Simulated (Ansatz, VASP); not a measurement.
# One calculation of Ag, two programs

```
CELL_PARAMETERS angstrom
0.00000 2.00175 2.00175
2.00175 0.00000 2.00175
2.00175 2.00175 0.00000
ATOMIC_POSITIONS crystal
Ag 0.00000 0.00000 0.00000
```

Change from the starting cell: volume scaled by 0.9405.

Alike in both runs: task single point; functional LDA; k mesh 15 × 15 × 15; occupations fermi-dirac, width 0.05 eV; no spin polarisation.

|  | VASP | Ansatz |
| --- | --- | --- |
| version | VASP 6.6.1 | Ansatz 0.2.0 |
| potentials or method | VASP PAW LDA potentials, release 64 (Ag), cutoff 520 eV | all-electron LAPW, scalar-relativistic |

```csv
,VASP,Ansatz,Ansatz less VASP
pressure (GPa),-0.3,-0.4,-0.14
```

LDA's correlation is that of Perdew and Zunger in VASP and of Perdew and Wang (1992) in Ansatz. Ansatz ran all-electron here, and VASP with PAW potentials.
